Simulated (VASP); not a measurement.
# Al2P3 (P-3m1) in VASP: notebook

Al2P3 is run at these levels: PBE; tasks: single point.

All numbers are computed with VASP 6.6.1; they aren't measurements. Logs are shortened: lines on timing, memory, paths and dates and some standing lists are left out, and cuts for length are marked.

## (1) The cell of the first run

The structure is trigonal, space group P-3m1 (No. 164). The conventional cell has a = 3.490 Å, b = 3.490 Å, c = 7.760 Å, α = 90.00°, β = 90.00°, γ = 120.00°. Al (site symmetry 3m) has 7 P at 2.49 to 3.21 Å within 3.3 Å. Within 3.4 Å of P (site symmetry 3m) lie 3 P at 2.57 Å and 4 Al at 2.59 to 3.21 Å. P (site symmetry -3m) has 6 Al at 2.49 Å within 3.3 Å.

## (2) Single point, PBE

The input, INCAR:

```
PREC = Accurate
ENCUT = 520
EDIFF = 1E-7
ISMEAR = 0
SIGMA = 0.1
LREAL = False
LASPH = True
NELM = 100
ALGO = Normal
ISIF = 2
LWAVE = False
LCHARG = True
GGA = PE
LELF = True
LVHAR = True
NBANDS = 18
```

The input, KPOINTS:

```
Automatic mesh
0
Gamma
  6 6 4
```

The input, POSCAR:

```
Al2P3
1.0
    3.4895477508     -0.0000000023      0.0000000000
   -1.7447738734      3.0220370011      0.0000000000
    0.0000000000      0.0000000000      7.7597302583
Al P
2 3
Direct
    0.3333333333      0.6666666667      0.1886971986
    0.6666666667      0.3333333333      0.8113028014
    0.3333333333      0.6666666667      0.6023860357
    0.6666666667      0.3333333333      0.3976139643
    0.0000000000      0.0000000000      0.0000000000
```

Potentials or basis: VASP PAW PBE potentials, release 64 (Al, P).

On the command line:

```
> cat potpaw_PBE.64/Al/POTCAR potpaw_PBE.64/P/POTCAR > POTCAR
> mpirun -np 1 vasp_std > vasp.out
```

OUTCAR:

```text
PREC = Accurate
   ENCUT = 520
   EDIFF = 1E-7
   ISMEAR = 0
   LREAL = False
   LASPH = True
   NELM = 100
   ISIF = 2
   GGA = PE

 ion  position               nearest neighbor table
   1  0.333  0.667  0.189-   5 2.49   5 2.49   5 2.49   4 2.59   4 2.59   4 2.59
   2  0.667  0.333  0.811-   5 2.49   5 2.49   5 2.49   3 2.59   3 2.59   3 2.59
   3  0.333  0.667  0.602-   4 2.57   4 2.57   4 2.57   2 2.59   2 2.59   2 2.59
   4  0.667  0.333  0.398-   3 2.57   3 2.57   3 2.57   1 2.59   1 2.59   1 2.59
   5  0.000  0.000  0.000-   1 2.49   2 2.49   2 2.49   1 2.49   2 2.49   1 2.49

  LATTYP: Found a hexagonal cell.
 ALAT       =     3.4895477508
 C/A-ratio  =     2.2237065696

  Lattice vectors:

 A1 = (   3.4895477508,  -0.0000000023,   0.0000000000)
 A2 = (  -1.7447738734,   3.0220370011,   0.0000000000)
 A3 = (   0.0000000000,   0.0000000000,   7.7597302583)

Analysis of symmetry for initial positions (statically):
=====================================================================
 Subroutine PRICEL returns:
 Original cell was already a primitive cell.

 Routine SETGRP: Setting up the symmetry group for a
 hexagonal supercell.

 Subroutine GETGRP returns: Found 12 space group operations
 (whereof 12 operations were pure point group operations)
 out of a pool of 24 trial point group operations.

The static configuration has the point symmetry D_3d.

Analysis of symmetry for dynamics (positions and initial velocities):
=====================================================================
 Subroutine PRICEL returns:
 Original cell was already a primitive cell.

 Routine SETGRP: Setting up the symmetry group for a
 hexagonal supercell.

 Subroutine GETGRP returns: Found 12 space group operations
 (whereof 12 operations were pure point group operations)
 out of a pool of 24 trial point group operations.

The dynamic configuration has the point symmetry D_3d.

 Subroutine INISYM returns: Found 12 space group operations
 (whereof 12 operations are pure point group operations),
 and found     1 'primitive' translations

----------------------------------------------------------------------------------------

                                     Primitive cell

  volume of cell :      81.8306

  direct lattice vectors                    reciprocal lattice vectors
     3.489547751 -0.000000002  0.000000000     0.286570086  0.165451316  0.000000000
    -1.744773873  3.022037001  0.000000000     0.000000000  0.330902633  0.000000000
     0.000000000  0.000000000  7.759730258     0.000000000  0.000000000  0.128870459

[... 93 lines left out ...]
   NFREE  =      0    steps in history (QN), initial steepest desc. (CG)
   ISIF   =      2    stress and relaxation
   ISYM   =      2    0-nonsym 1-usesym 2-fastsym
   POTIM  = 0.5000    time-step for ionic-motion
   TEBEG  =    0.0;   TEEND  =   0.0 temperature during run
   PSTRESS=    0.0 pullay stress
   NELECT =      21.0000    total number of electrons
   NUPDOWN=      -1.0000    fix difference up-down
   EMIN   =  10.00;   EMAX   =-10.00  energy-range for DOS
   EFERMI =   0.00;   METHOD = LEGACY
   ISMEAR =     0;   SIGMA  =   0.10  broadening in eV -4-tet -1-fermi 0-gaus
   EFERMI_NEDOS =   21; number of points for ismear=-14 and -15
   IALGO  =     38    algorithm
   IMIX   =      4    mixing-type and parameters
     AMIX     =   0.40;   BMIX     =  1.00
     AMIX_MAG =   1.60;   BMIX_MAG =  1.00
  volume/ion in A,a.u.               =      16.37       110.44
  Fermi-wavevector in a.u.,A,eV,Ry     =   1.040342  1.965961 14.725738  1.082311
  Thomas-Fermi vector in A             =   2.174913
   LORBIT       =      0    0 simple, 1 ext, 2 COOP (PROOUT), +10 PAW based schemes
   GGA     = PE    functional components
   LHFCALC =     F    Hartree Fock is set to
   AEXX    =    0.0000 exact exchange contribution
   IVDW    =     0    specifies the selected vdW correction
   LEPSILON=     F    determine dielectric tensor
   LRPA    =     F    only Hartree local field effects (RPA)
 non-spin polarized calculation
 Gauss-broadening in eV      SIGMA  =   0.10
  energy-cutoff  :      520.00
  volume of cell :       81.83
 maximum number of plane-waves:      2237
 NGX is ok and might be reduce to    28
   NGX = 13   NGY = 13   NGZ = 29

 number of electron      21.0000000 magnetization

 Free energy of the ion-electron system (eV)
  ---------------------------------------------------
  ext. energy  EPLUGINS =         0.00000000
  ---------------------------------------------------
  free energy    TOTEN  =       -23.82332597 eV

  energy without entropy =      -23.81441363  energy(sigma->0) =      -23.81886980

 E-fermi :   7.9091     XC(G=0): -10.4890

 val. band max:        7.8456521965   @ k =   0.1667   0.0000   0.2500
 cond. band min:       7.9187032672   @ k =   0.3333   0.3333   0.0000
 fundamental gap:      0.0730510707
 Fermi energy:         7.9091042760

 k-point     1 :       0.0000    0.0000    0.0000
  band No.  band energies     occupation
      1      -6.3170      2.00000
      2      -4.5778      2.00000
      3      -2.8459      2.00000
      4       3.0343      2.00000
      5       3.4163      2.00000
      6       6.7493      2.00000
[... 481 lines left out ...]
      5       1.2961      2.00000
      6       2.0000      2.00000
[... 10 lines left out ...]
     17      14.0713      0.00000
     18      14.8296      0.00000

------------------------ aborting loop because EDIFF is reached ----------------------------------------

  FORCE on cell =-STRESS in cart. coord.  units (eV):
  Direction    XX          YY          ZZ          XY          YZ          ZX
  --------------------------------------------------------------------------------------
  -------------------------------------------------------------------------------------
  Total       -0.0489508     -0.0489508      0.0781525     -0.0000000      0.0000000      0.0000000
  in kB       -0.9584184     -0.9584184      1.5301633     -0.0000000      0.0000000      0.0000000
  external PRESSURE =      -0.1288912 kB  Pullay stress =       0.0000000 kB

 VOLUME and BASIS-vectors are now :
 -----------------------------------------------------------------------------
  energy-cutoff  :      520.00
  volume of cell :       81.83
      direct lattice vectors                 reciprocal lattice vectors
     3.489547751 -0.000000002  0.000000000     0.286570086  0.165451316  0.000000000
    -1.744773873  3.022037001  0.000000000     0.000000000  0.330902633  0.000000000
     0.000000000  0.000000000  7.759730258     0.000000000  0.000000000  0.128870459

 POSITION                                       TOTAL-FORCE (eV/Angst)
 -----------------------------------------------------------------------------------
      0.00000      2.01469      1.46424         0.000000      0.000000     -0.020412
      1.74477      1.00735      6.29549        -0.000000     -0.000000      0.020412
      0.00000      2.01469      4.67435         0.000000     -0.000000     -0.026442
      1.74477      1.00735      3.08538         0.000000      0.000000      0.026442
      0.00000      0.00000      0.00000         0.000000      0.000000      0.000000
 -----------------------------------------------------------------------------------
    total drift:                                0.000000      0.000000      0.000000

  FREE ENERGIE OF THE ION-ELECTRON SYSTEM (eV)
  ---------------------------------------------------
  free  energy   TOTEN  =       -23.8233259737 eV

  energy  without entropy=      -23.8144136313  energy(sigma->0) =      -23.81886980
```

OSZICAR:

```text
N       E                     dE             d eps       ncg     rms          rms(c)
DAV:   1     0.470839489278E+02    0.47084E+02   -0.83262E+03   864   0.955E+02
DAV:   2    -0.209130172155E+02   -0.67997E+02   -0.65535E+02  1150   0.145E+02
DAV:   3    -0.241735730399E+02   -0.32606E+01   -0.32175E+01  1108   0.300E+01
DAV:   4    -0.242066375029E+02   -0.33064E-01   -0.33040E-01  1132   0.367E+00
DAV:   5    -0.242071038569E+02   -0.46635E-03   -0.46632E-03  1172   0.435E-01    0.692E+00
DAV:   6    -0.238433597503E+02    0.36374E+00   -0.65372E-01  1120   0.491E+00    0.419E+00
DAV:   7    -0.238291335426E+02    0.14226E-01   -0.54493E-01   978   0.317E+00    0.168E+00
DAV:   8    -0.238234785175E+02    0.56550E-02   -0.33072E-02  1026   0.953E-01    0.587E-01
DAV:   9    -0.238233408678E+02    0.13765E-03   -0.67320E-03  1126   0.449E-01    0.933E-02
DAV:  10    -0.238232948290E+02    0.46039E-04   -0.62057E-04  1002   0.133E-01    0.594E-02
DAV:  11    -0.238233232012E+02   -0.28372E-04   -0.11337E-04  1120   0.583E-02    0.234E-02
DAV:  12    -0.238233257241E+02   -0.25229E-05   -0.32240E-05  1102   0.303E-02    0.118E-02
DAV:  13    -0.238233259700E+02   -0.24589E-06   -0.43542E-06  1052   0.121E-02    0.547E-03
DAV:  14    -0.238233259737E+02   -0.36665E-08   -0.70699E-07  1052   0.487E-03
   1 F= -.23823326E+02 E0= -.23818870E+02  d E =-.891234E-02
```

stdout:

```text
POSCAR found type information on POSCAR AlP
 POSCAR found :  2 types and       5 ions
 scaLAPACK will be used
 LDA part: xc-table for (Slater+PW92), standard interpolation
 POSCAR, INCAR and KPOINTS ok, starting setup
 FFT: planning ... GRIDC
 FFT: planning ... GRID_SOFT
 FFT: planning ... GRID
 WAVECAR not read
 entering main loop
```

It took 69 s on 1 thread of Intel Xeon 8259CL, shared host; peak memory 0.2 GiB.

What came out:

```
Free energy   : -23.8233 eV
Pressure      : 0.0 GPa
Largest force : 0.026 eV/Å
```

Forces in eV/Å, atoms in the order of the input:
```
Al   0.000  0.000 -0.020
Al   0.000  0.000  0.020
P    0.000  0.000 -0.026
P    0.000  0.000  0.026
P    0.000  0.000  0.000
```

## (3) Single point, PBE

This run uses another cell than the first one, of 21.64 Å³/atom, 1.322 times its volume.

The input, INCAR:

```
PREC = Accurate
ENCUT = 520
EDIFF = 1E-7
ISMEAR = 0
SIGMA = 0.1
LREAL = False
LASPH = True
NELM = 80
ALGO = Normal
ISIF = 2
LWAVE = False
LCHARG = False
GGA = PE
NBANDS = 18
```

The input, KPOINTS:

```
regular mesh
0
Gamma
  6 6 4
```

The input, POSCAR:

```
Al2P3
1.0
    4.2913394100      0.0000000000      0.0000000000
   -2.1456697000      3.7164089400      0.0000000000
    0.0000000000      0.0000000000      6.7844735600
Al P
2 3
Direct
    0.3333333300      0.6666666700      0.2350000000
    0.6666666700      0.3333333300      0.7650000000
    0.3333333300      0.6666666700      0.6300000000
    0.6666666700      0.3333333300      0.3700000000
    0.0000000000      0.0000000000      0.0000000000
```

Potentials or basis: VASP PAW PBE potentials, release 64 (Al, P).

On the command line:

```
> cat potpaw_PBE.64/Al/POTCAR potpaw_PBE.64/P/POTCAR > POTCAR
> mpirun -np 1 vasp_std > vasp.out
```

Run time: 66 s. Hardware: 1 thread of Intel Xeon 8259CL, shared host; peak memory 0.22 GiB.

Results (log left out):

* Free energy: -21.9909 eV
* Pressure: -11.1 GPa
* Largest force: 0.410 eV/Å

Forces on the atoms (eV/Å):
```
Al   0.000  0.000  0.056
Al   0.000  0.000 -0.056
P    0.000  0.000  0.410
P    0.000  0.000 -0.410
P    0.000  0.000  0.000
```

Stress tensor (GPa, compression positive):
```
-12.41   0.00   0.00
  0.00 -12.41   0.00
  0.00   0.00  -8.53
```

Levels at points of the mesh, in eV from the Fermi level:
```tsv
k point	band 8	band 9	band 10	band 11	band 12	band 13
(0.00, 0.00, 0.00)	-1.17	-1.17	-0.26	-0.26	-0.17	0.74
(0.50, 0.00, 0.00)	-1.13	-1.04	-1.03	-0.90	-0.63	1.24
(0.00, 0.00, 0.50)	-0.96	-0.96	-0.65	-0.65	-0.60	1.28
(0.50, 0.00, 0.50)	-2.50	-2.15	-1.70	0.60	0.83	0.97
```

## (4) Single point, PBE

This run uses another cell than the first one, of 16.29 Å³/atom, 0.995 times its volume.

The input, INCAR:

```
SYSTEM = Al2P3
PREC = Accurate
ENCUT = 520
EDIFF = 1E-6
ISMEAR = 0
SIGMA = 0.1
LREAL = .FALSE.
LASPH = .TRUE.
NELM = 100
ALGO = Normal
ISIF = 2
LWAVE = .FALSE.
LCHARG = .TRUE.
GGA = PE
LELF = .TRUE.
LVHAR = .TRUE.
NBANDS = 18
```

The input, KPOINTS:

```
Automatic mesh
0
G
  12 12 6
  0 0 0
```

The input, POSCAR:

```
Al2P3
1.0
    3.4632637975      0.0000000000      0.0000000000
   -1.7316318988      2.9992744287      0.0000000000
    0.0000000000      0.0000000000      7.8417913291
Al P
2 3
Direct
    0.3333333333      0.6666666667      0.1882156490
    0.6666666667      0.3333333333      0.8117843510
    0.3333333333      0.6666666667      0.6012241913
    0.6666666667      0.3333333333      0.3987758087
    0.0000000000      0.0000000000      0.0000000000
```

On the command line:

```
> cat potpaw_PBE.64/Al/POTCAR potpaw_PBE.64/P/POTCAR > POTCAR
> mpirun -np 1 vasp_std > vasp.out
```

Run time: 3.7 min. Hardware: 1 thread of Intel Xeon 8259CL, shared host; peak memory 0.27 GiB.

Results (log left out):

| Item | Value |
| --- | --- |
| Free energy | -23.8491 eV |
| Pressure | -0.1 GPa |
| Largest force | 0.004 eV/Å |

Forces in eV/Å, atoms in the order of the input:
```
Al   0.000  0.000 -0.004
Al   0.000  0.000  0.004
P    0.000  0.000 -0.004
P    0.000  0.000  0.004
P    0.000  0.000  0.000
```

Levels at points of the mesh, in eV from the Fermi level:
```tsv
k point	band 8	band 9	band 10	band 11	band 12	band 13
(0.00, 0.00, 0.00)	-0.18	-0.18	1.17	1.41	1.41	4.17
(0.50, 0.00, 0.00)	-2.42	-1.71	-1.14	-0.80	-0.49	0.24
(0.00, 0.00, 0.50)	-0.13	-0.13	0.08	1.29	1.29	3.28
(0.50, 0.00, 0.50)	-3.33	-2.94	-2.14	0.73	0.94	0.99
```

## (5) Summary

| cell | k mesh | gap on the mesh (eV) | pressure (GPa) | largest force (eV/Å) |
| --- | --- | --- | --- | --- |
| a = 3.490, b = 3.490, c = 7.760 Å, angles 90.0, 90.0, 120.0°, 5 atoms | 6 × 6 × 4 | none | 0.0 | 0.03 |
| a = 4.291, b = 4.291, c = 6.784 Å, angles 90.0, 90.0, 120.0°, 5 atoms | 6 × 6 × 4 | none | -11.1 | 0.41 |
| a = 3.463, b = 3.463, c = 7.842 Å, angles 90.0, 90.0, 120.0°, 5 atoms | 12 × 12 × 6 | none | -0.1 | - |

Alike in all rows: task single point; level PBE; potentials or basis VASP PAW PBE potentials, release 64 (Al, P); no spin polarisation; cutoff (eV) 520; smearing gaussian 0.1 eV.

Absolute energies hang on the potentials; compare differences alone.
